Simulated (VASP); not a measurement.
Wanted: the native input for a VASP 6.6.1 run.

| Item | Value |
| --- | --- |
| Task | relaxation of cell and atoms |
| Functional | PBE |
| Potentials or basis | VASP PAW PBE potentials, release 64 (C) |
| Cutoff | 600 eV |
| k mesh | 4 × 4 × 4 |
| Occupations | gaussian, width 0.1 eV |
| Spin | no spin polarisation |
| Dipole correction | no |
| Further INCAR settings | ALGO = Normal; EDIFF = 1e-06; IBRION = 2; EDIFFG = -0.04; NSW = 90; ISIF = 3 |

The structure of C lies in POSCAR:

```
C
1.0
    4.5119857600      0.0000000000      0.0000000000
    0.0000000000      4.5119857600      0.0000000000
    0.0000000000      0.0000000000      4.5119857600
C
12
Direct
    0.9162820100      0.3363149900      0.8555750100
    0.6636850100      0.1444249900      0.9162820100
    0.8555750100      0.0837179900      0.6636850100
    0.3363149900      0.8555750100      0.9162820100
    0.3363149900      0.1444249900      0.0837179900
    0.0837179900      0.6636850100      0.8555750100
    0.8555750100      0.9162820100      0.3363149900
    0.0837179900      0.3363149900      0.1444249900
    0.1444249900      0.9162820100      0.6636850100
    0.6636850100      0.8555750100      0.0837179900
    0.1444249900      0.0837179900      0.3363149900
    0.9162820100      0.6636850100      0.1444249900
```

The input as run:

INCAR

```
SYSTEM = C
  ALGO = Normal
  EDIFF = 1E-6
  EDIFFG = -0.04
  ENCUT = 600
  GGA = PE
  IBRION = 2
  ISIF = 3
  ISMEAR = 0
  LASPH = .TRUE.
  LCHARG = .FALSE.
  LREAL = .FALSE.
  LWAVE = .FALSE.
  NELM = 100
  NSW = 90
  PREC = Accurate
  SIGMA = 0.1
```

KPOINTS

```
k-points
0
G
  4 4 4
  0 0 0
```

Potentials or basis: VASP PAW PBE potentials, release 64 (C).

Launch:

```sh
$ cat potpaw_PBE.64/C/POTCAR > POTCAR
$ mpirun -np 1 vasp_std > vasp.out
```

It gave:

The relaxed volume is 7.35 Å³/atom, the relaxed cell is a = 4.450 Å, b = 4.450 Å, c = 4.450 Å, α = 90.00°, β = 90.00°, γ = 90.00° and the space group after relaxing (to 0.05 Å) is P4_232 (No. 208). The energy gained by relaxing is 412.1 meV/atom. The ionic steps are 44. The pressure after relaxing is -0.1 GPa. The largest force after relaxing is 0.021 eV/Å and the band gap on the k mesh is zero (band 24 reaches 7.34 eV, above the bottom of band 25 at 6.96 eV).

Wall time 7.7 min on 1 thread of Intel(R) Xeon(R) Platinum 8488C (Sapphire Rapids), on a shared host, peak memory 0.21 GiB.
